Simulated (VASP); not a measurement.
# Fe2O3 (R-3c) in VASP: notebook

Fe2O3 is run at these levels: PBE+U; tasks: single point.

Everything below comes from runs of VASP 6.6.1. Logs are shortened: lines on timing, memory, paths and dates and some standing lists are left out, and cuts for length are marked.

### Step 1. The cell of the first run

Symmetry: R-3c, No. 167, trigonal system. Conventional cell: a = 5.030 Å, b = 5.030 Å, c = 13.750 Å, α = 90.00°, β = 90.00°, γ = 120.00°. O (site symmetry 2) has 4 Fe at 1.85 to 2.28 Å within 2.4 Å. Fe (site symmetry 3) has 6 O at 1.85 to 2.28 Å within 2.4 Å.

### Step 2. Single point, PBE+U, collinear spin, ferromagnetic start

Contents of INCAR:

```
SYSTEM = Fe2O3
PREC = Accurate ; ENCUT = 600
EDIFF = 1E-6 ; ISMEAR = -1
SIGMA = 0.05 ; LREAL = .False.
LASPH = .True. ; NELM = 200
ALGO = Normal ; ISIF = 2
LWAVE = .False. ; LCHARG = .False.
ISPIN = 2 ; MAGMOM = 0 0 0 0 0 0 4 4 4 4
LORBIT = 11 ; LMAXMIX = 4
LDAU = .True. ; LDAUTYPE = 2
LDAUL = -1 2 ; LDAUU = 0 3.6
LDAUJ = 0 0 ; LDAUPRINT = 1
GGA = PE ; NBANDS = 49
GGA_COMPAT = .False.
```

Contents of KPOINTS:

```
regular mesh
0
Gamma
  4 4 4
  0 0 0
```

Contents of POSCAR:

```
Fe2O3
1.0
    2.5150004800      1.4520362000      4.5833300000
   -2.5150004800      1.4520362000      4.5833300000
    0.0000000000     -2.9040724100      4.5833300000
O Fe
6 4
Direct
    0.7500000000      0.1060000000      0.3940000000
    0.3940000000      0.7500000000      0.1060000000
    0.1060000000      0.3940000000      0.7500000000
    0.2500000000      0.8940000000      0.6060000000
    0.6060000000      0.2500000000      0.8940000000
    0.8940000000      0.6060000000      0.2500000000
    0.8527000000      0.8527000000      0.8527000000
    0.6473000000      0.6473000000      0.6473000000
    0.1473000000      0.1473000000      0.1473000000
    0.3527000000      0.3527000000      0.3527000000
```

Potentials or basis: VASP PAW PBE potentials, release 64 (O, Fe).

Run with:

```bash
$ cat potpaw_PBE.64/O/POTCAR potpaw_PBE.64/Fe/POTCAR > POTCAR
$ mpirun -np 1 vasp_std > vasp.out
```

OUTCAR:

```text
SYSTEM = Fe2O3
   PREC = Accurate
   ENCUT = 600
   EDIFF = 1E-6
   ISMEAR = -1
   LREAL = .False.
   LASPH = .True.
   NELM = 200
   ISIF = 2
   ISPIN = 2
   LORBIT = 11
   GGA = PE

 ion  position               nearest neighbor table
   1  0.750  0.106  0.394-   9 1.85  10 1.85   8 2.28   7 2.28
   2  0.394  0.750  0.106-  10 1.85   9 1.85   7 2.28   8 2.28
   3  0.106  0.394  0.750-   9 1.85  10 1.85   7 2.28   8 2.28
   4  0.250  0.894  0.606-   7 1.85   8 1.85  10 2.28   9 2.28
   5  0.606  0.250  0.894-   8 1.85   7 1.85   9 2.28  10 2.28
   6  0.894  0.606  0.250-   7 1.85   8 1.85   9 2.28  10 2.28
   7  0.853  0.853  0.853-   4 1.85   6 1.85   5 1.85   2 2.28   3 2.28   1 2.28   8 2.82   9 2.95
                             9 2.95   9 2.95
   8  0.647  0.647  0.647-   5 1.85   6 1.85   4 1.85   1 2.28   3 2.28   2 2.28   7 2.82  10 2.95
                            10 2.95  10 2.95
   9  0.147  0.147  0.147-   1 1.85   3 1.85   2 1.85   5 2.28   6 2.28   4 2.28  10 2.82   7 2.95
                             7 2.95   7 2.95
  10  0.353  0.353  0.353-   2 1.85   3 1.85   1 1.85   4 2.28   6 2.28   5 2.28   9 2.82   8 2.95
                             8 2.95   8 2.95

  LATTYP: Found a trigonal (rhomboedric) cell.
 ALAT       =     5.4259147090
 COS(alpha) =     0.5703050850

  Lattice vectors:

 A1 = (   2.5150004800,   1.4520362000,   4.5833300000)
 A2 = (  -2.5150004800,   1.4520362000,   4.5833300000)
 A3 = (   0.0000000000,  -2.9040724100,   4.5833300000)

Analysis of symmetry for initial positions (statically):
=====================================================================
 Subroutine PRICEL returns:
 Original cell was already a primitive cell.

 Routine SETGRP: Setting up the symmetry group for a
 trigonal (rhombohedral) supercell.

 Subroutine GETGRP returns: Found 12 space group operations
 (whereof  6 operations were pure point group operations)
 out of a pool of 12 trial point group operations.

The static configuration has the point symmetry S_6 .
 The point group associated with its full space group is D_3d.

Analysis of symmetry for dynamics (positions and initial velocities):
=====================================================================
 Subroutine PRICEL returns:
 Original cell was already a primitive cell.

 Routine SETGRP: Setting up the symmetry group for a
 trigonal (rhombohedral) supercell.

 Subroutine GETGRP returns: Found 12 space group operations
 (whereof  6 operations were pure point group operations)
 out of a pool of 12 trial point group operations.

The dynamic configuration has the point symmetry S_6 .
 The point group associated with its full space group is D_3d.

[... 304 lines left out ...]
 cond. band min:       4.6691006809   @ k =   0.5000   0.5000  -0.0000
 fundamental gap:      0.5466268877
 Fermi energy:         4.3769177277

 spin component 1

 k-point     1 :       0.0000    0.0000    0.0000
  band No.  band energies     occupation
      1     -15.3841      1.00000
      2     -14.1729      1.00000
      3     -14.1729      1.00000
      4     -13.8546      1.00000
      5     -13.8546      1.00000
      6     -13.8436      1.00000
[... 626 lines left out ...]
     45      10.1463      0.00000
     46      10.1463      0.00000
 Fermi energy:         4.3769177277

 spin component 2

 k-point     1 :       0.0000    0.0000    0.0000
  band No.  band energies     occupation
      1     -14.6316      1.00000
      2     -13.1091      1.00000
      3     -13.1091      1.00000
      4     -13.0476      1.00000
      5     -12.9055      1.00000
      6     -12.9055      1.00000
[... 626 lines left out ...]
     45      11.5234      0.00000
     46      11.5234      0.00000
 [bands above 46 left out]

------------------------ aborting loop because EDIFF is reached ----------------------------------------

  FORCE on cell =-STRESS in cart. coord.  units (eV):
  Direction    XX          YY          ZZ          XY          YZ          ZX
  --------------------------------------------------------------------------------------
  -------------------------------------------------------------------------------------
  Total       12.3641510     12.3641510     10.2351421      0.0000000     -0.0000000     -0.0000000
  in kB      197.2545313    197.2545311    163.2888626      0.0000000     -0.0000001     -0.0000000
  external PRESSURE =     185.9326417 kB  Pullay stress =       0.0000000 kB

 VOLUME and BASIS-vectors are now :
 -----------------------------------------------------------------------------
  energy-cutoff  :      600.00
  volume of cell :      100.43
      direct lattice vectors                 reciprocal lattice vectors
     2.515000480  1.452036200  4.583330000     0.198807119  0.114781344  0.072727326
    -2.515000480  1.452036200  4.583330000    -0.198807119  0.114781344  0.072727326
     0.000000000 -2.904072410  4.583330000     0.000000000 -0.229562688  0.072727325

 POSITION                                       TOTAL-FORCE (eV/Angst)
 -----------------------------------------------------------------------------------
      1.61966      0.09874      5.72916         1.348971     -2.336487      0.000000
     -0.89534      1.35330      5.72916         1.348971      2.336487      0.000000
     -0.72432     -1.45204      5.72916        -2.697943      0.000000     -0.000000
     -1.61966     -0.09874      8.02083        -1.348971      2.336487      0.000000
      0.89534     -1.35330      8.02083        -1.348971     -2.336487      0.000000
      0.72432      1.45204      8.02083         2.697943      0.000000     -0.000000
      0.00000     -0.00000     11.72462         0.000000      0.000000     -1.028354
      0.00000     -0.00000      8.90037         0.000000     -0.000000      1.028354
      0.00000     -0.00000      2.02537         0.000000     -0.000000      1.028354
      0.00000     -0.00000      4.84962         0.000000      0.000000     -1.028354
 -----------------------------------------------------------------------------------
    total drift:                                0.000000      0.000000     -0.000000

  FREE ENERGIE OF THE ION-ELECTRON SYSTEM (eV)
  ---------------------------------------------------
  free  energy   TOTEN  =       -65.5393980288 eV

  energy  without entropy=      -65.5390784489  energy(sigma->0) =      -65.53923824

 total charge

# of ion       s       p       d       tot
------------------------------------------
    1        1.560   3.497   0.000   5.057
    2        1.560   3.497   0.000   5.057
    3        1.560   3.497   0.000   5.057
    4        1.560   3.497   0.000   5.057
    5        1.560   3.497   0.000   5.057
    6        1.560   3.497   0.000   5.057
    7        0.413   0.608   5.912   6.933
    8        0.413   0.608   5.912   6.933
    9        0.413   0.608   5.912   6.933
   10        0.413   0.608   5.912   6.933
--------------------------------------------------
tot         11.015  23.412  23.648  58.075

 magnetization (x)

# of ion       s       p       d       tot
------------------------------------------
    1        0.024   0.382   0.000   0.405
    2        0.024   0.382   0.000   0.405
    3        0.024   0.382   0.000   0.405
    4        0.024   0.382   0.000   0.405
    5        0.024   0.382   0.000   0.405
    6        0.024   0.382   0.000   0.405
    7        0.029   0.064   4.181   4.273
    8        0.029   0.064   4.181   4.273
    9        0.029   0.064   4.181   4.273
   10        0.029   0.064   4.181   4.273
--------------------------------------------------
tot          0.256   2.545  16.722  19.523
```

OSZICAR:

```text
N       E                     dE             d eps       ncg     rms          rms(c)
DAV:   1     0.871358505246E+03    0.87136E+03   -0.34176E+04  2548   0.185E+03
DAV:   2     0.713813531420E+02   -0.79998E+03   -0.72615E+03  2652   0.455E+02
DAV:   3    -0.809851260105E+02   -0.15237E+03   -0.14208E+03  2918   0.217E+02
[... 10 lines left out ...]
DAV:  14    -0.655393488424E+02    0.13842E-03   -0.37889E-03  3166   0.117E+00    0.228E-01
DAV:  15    -0.655394018380E+02   -0.52996E-04   -0.39550E-04  3181   0.174E-01    0.562E-02
DAV:  16    -0.655393983033E+02    0.35347E-05   -0.51217E-05  3439   0.152E-01    0.121E-02
DAV:  17    -0.655393995254E+02   -0.12221E-05   -0.21169E-05  3133   0.322E-02    0.129E-02
DAV:  18    -0.655393980511E+02    0.14742E-05   -0.46974E-06  2514   0.394E-02    0.276E-03
DAV:  19    -0.655393980288E+02    0.22377E-07   -0.14541E-06  1458   0.724E-03
   1 F= -.65539398E+02 E0= -.65539238E+02  d E =-.319580E-03  mag=    19.9992
```

stdout:

```text
POSCAR found type information on POSCAR O Fe
 POSCAR found :  2 types and      10 ions
 scaLAPACK will be used
 LDA part: xc-table for (Slater+PW92), standard interpolation
 POSCAR, INCAR and KPOINTS ok, starting setup
 FFT: planning ... GRIDC
 FFT: planning ... GRID_SOFT
 FFT: planning ... GRID
 WAVECAR not read
 entering main loop
```

Wall time 3.2 min (1 thread of Oxide Virtual Turin-like, shared host); peak memory 0.41 GiB.

What came out:

```
Free energy                                           : -65.5394 eV
Pressure                                              : 18.6 GPa
Largest force                                         : 2.698 eV/Å
Band gap on the k mesh                                : 0.55 eV (least direct gap 0.57 eV)
Net moment                                            : 20.00 μB per cell
Site moments                                          : O +0.41; Fe +4.27 μB
Valence electrons inside the program's atomic spheres : O 5.06; Fe 6.93
```

Forces on the atoms (eV/Å):
```
O    1.349 -2.336  0.000
O    1.349  2.336  0.000
O   -2.698  0.000  0.000
O   -1.349  2.336  0.000
O   -1.349 -2.336  0.000
O    2.698  0.000  0.000
Fe   0.000  0.000 -1.028
Fe   0.000  0.000  1.028
Fe   0.000  0.000  1.028
Fe   0.000  0.000 -1.028
```

Stress tensor (GPa, compression positive):
```
19.73  0.00  0.00
 0.00 19.73  0.00
 0.00  0.00 16.33
```

Levels at points of the mesh, in eV from the valence-band top:
Spin up:
| k point | band 40 | band 41 | band 42 | band 43 | band 44 | band 45 | band 46 | band 47 | band 48 | band 49 |
| --- | --- | --- | --- | --- | --- | --- | --- | --- | --- | --- |
| (0.00, 0.00, 0.00) | -0.88 | -0.61 | -0.61 | 0.00 | 0.00 | 3.54 | 6.57 | 10.28 | 10.57 | 10.57 |
| (0.50, 0.00, 0.00) | -1.23 | -0.94 | -0.94 | -0.53 | -0.53 | 6.18 | 6.18 | 8.82 | 8.82 | 10.15 |
| (0.50, 0.50, 0.00) | -1.41 | -0.65 | -0.58 | -0.38 | -0.21 | 6.43 | 7.31 | 7.95 | 8.98 | 9.45 |
| (0.50, 0.50, 0.50) | -1.71 | -0.31 | -0.31 | -0.31 | -0.31 | 6.02 | 6.02 | 9.57 | 9.57 | 11.03 |
Spin down:
```
           k point  band 20  band 21  band 22  band 23  band 24  band 25  band 26  band 27  band 28  band 29
(0.00, 0.00, 0.00)    -1.69    -1.69    -1.27    -1.27    -1.26     0.57     0.83     0.83     1.18     1.20
(0.50, 0.00, 0.00)    -2.99    -1.85    -1.85    -1.44    -1.44     0.78     0.78     1.47     1.47     1.50
(0.50, 0.50, 0.00)    -2.53    -2.41    -2.33    -2.04    -1.29     0.55     0.73     0.96     1.29     1.54
(0.50, 0.50, 0.50)    -2.85    -1.87    -1.87    -1.87    -1.87     1.17     1.17     1.17     1.17     1.51
```

Eigenvalues of the final occupation matrices:
| site | spin | trace | eigenvalues |
| --- | --- | --- | --- |
| site 7 d | 1 | 5.06 | 0.98 0.98 0.98 1.06 1.06 |
| site 7 d | 2 | 0.88 | 0.10 0.10 0.12 0.28 0.28 |
| site 8 d | 1 | 5.06 | 0.98 0.98 0.98 1.06 1.06 |
| site 8 d | 2 | 0.88 | 0.10 0.10 0.12 0.28 0.28 |
| site 9 d | 1 | 5.06 | 0.98 0.98 0.98 1.06 1.06 |
| site 9 d | 2 | 0.88 | 0.10 0.10 0.12 0.28 0.28 |
| site 10 d | 1 | 5.06 | 0.98 0.98 0.98 1.06 1.06 |
| site 10 d | 2 | 0.88 | 0.10 0.10 0.12 0.28 0.28 |

Caveat: the cell stands under pressure; the run started ferromagnetic, and an antiferromagnetic order may lie lower in energy; forces of over 1 eV/Å act on the atoms, so gaps and moduli don't describe the material at rest.

### Step 3. Single point, PBE+U, collinear spin, ferromagnetic start

Contents of INCAR:

```
  ALGO = Normal
  EDIFF = 1E-6
  ENCUT = 600
  GGA = PE
  GGA_COMPAT = False
  ISIF = 2
  ISMEAR = -1
  ISPIN = 2
  LASPH = True
  LCHARG = False
  LDAU = True
  LDAUJ = 0 0
  LDAUL = -1 2
  LDAUPRINT = 1
  LDAUTYPE = 2
  LDAUU = 0 3.6
  LMAXMIX = 4
  LORBIT = 11
  LREAL = False
  LWAVE = False
  MAGMOM = 0 0 0 0 0 0 4 4 4 4
  NBANDS = 49
  NELM = 200
  PREC = Accurate
  SIGMA = 0.003
```

Contents of KPOINTS:

```
k-points
0
Gamma
  4 4 4
```

POSCAR is that of step 2.

Potentials or basis: VASP PAW PBE potentials, release 64 (O, Fe).

Run with:

```bash
$ cat potpaw_PBE.64/O/POTCAR potpaw_PBE.64/Fe/POTCAR > POTCAR
$ mpirun -np 1 vasp_std > vasp.out
```

Wall time 4.5 min (1 thread of Oxide Virtual Turin-like, shared host); peak memory 0.41 GiB.

It converged, with:

| Property | Result |
| --- | --- |
| Free energy | -65.5394 eV |
| Pressure | 18.6 GPa |
| Largest force | 2.698 eV/Å |
| Band gap on the k mesh | 0.55 eV (least direct gap 0.57 eV) |
| Net moment | 20.00 μB per cell |
| Site moments | O +0.41; Fe +4.27 μB |
| Valence electrons inside the program's atomic spheres | O 5.06; Fe 6.93 |

Forces on the atoms (eV/Å):
```
O    1.349 -2.337  0.000
O    1.349  2.337  0.000
O   -2.698  0.000  0.000
O   -1.349  2.337  0.000
O   -1.349 -2.337  0.000
O    2.698  0.000  0.000
Fe   0.000  0.000 -1.028
Fe   0.000  0.000  1.028
Fe   0.000  0.000  1.028
Fe   0.000  0.000 -1.028
```

Stress tensor (GPa, compression positive):
```
19.73  0.00  0.00
 0.00 19.73  0.00
 0.00  0.00 16.34
```

Levels at points of the mesh, in eV from the valence-band top:
Spin up:
| k point | band 40 | band 41 | band 42 | band 43 | band 44 | band 45 | band 46 | band 47 | band 48 | band 49 |
| --- | --- | --- | --- | --- | --- | --- | --- | --- | --- | --- |
| (0.00, 0.00, 0.00) | -0.88 | -0.61 | -0.61 | 0.00 | 0.00 | 3.54 | 6.57 | 10.28 | 10.57 | 10.57 |
| (0.50, 0.00, 0.00) | -1.23 | -0.94 | -0.94 | -0.53 | -0.53 | 6.18 | 6.18 | 8.82 | 8.82 | 10.15 |
| (0.50, 0.50, 0.00) | -1.41 | -0.65 | -0.58 | -0.38 | -0.21 | 6.43 | 7.31 | 7.95 | 8.98 | 9.45 |
| (0.50, 0.50, 0.50) | -1.71 | -0.31 | -0.31 | -0.31 | -0.31 | 6.02 | 6.02 | 9.57 | 9.57 | 11.03 |
Spin down:
| k point | band 22 | band 23 | band 24 | band 25 | band 26 | band 27 |
| --- | --- | --- | --- | --- | --- | --- |
| (0.00, 0.00, 0.00) | -1.27 | -1.27 | -1.26 | 0.57 | 0.83 | 0.83 |
| (0.50, 0.00, 0.00) | -1.85 | -1.44 | -1.44 | 0.78 | 0.78 | 1.47 |
| (0.50, 0.50, 0.00) | -2.33 | -2.04 | -1.29 | 0.55 | 0.73 | 0.96 |
| (0.50, 0.50, 0.50) | -1.87 | -1.87 | -1.87 | 1.17 | 1.17 | 1.17 |

Eigenvalues of the final occupation matrices:
| site | spin | trace | eigenvalues |
| --- | --- | --- | --- |
| site 7 d | 1 | 5.06 | 0.98 0.98 0.98 1.06 1.06 |
| site 7 d | 2 | 0.88 | 0.10 0.10 0.12 0.28 0.28 |
| site 8 d | 1 | 5.06 | 0.98 0.98 0.98 1.06 1.06 |
| site 8 d | 2 | 0.88 | 0.10 0.10 0.12 0.28 0.28 |
| site 9 d | 1 | 5.06 | 0.98 0.98 0.98 1.06 1.06 |
| site 9 d | 2 | 0.88 | 0.10 0.10 0.12 0.28 0.28 |
| site 10 d | 1 | 5.06 | 0.98 0.98 0.98 1.06 1.06 |
| site 10 d | 2 | 0.88 | 0.10 0.10 0.12 0.28 0.28 |

Caveat: the cell stands under pressure; the run started ferromagnetic, and an antiferromagnetic order may lie lower in energy; forces of over 1 eV/Å act on the atoms, so gaps and moduli don't describe the material at rest. The state reached can hang on the start; a lower one may exist.
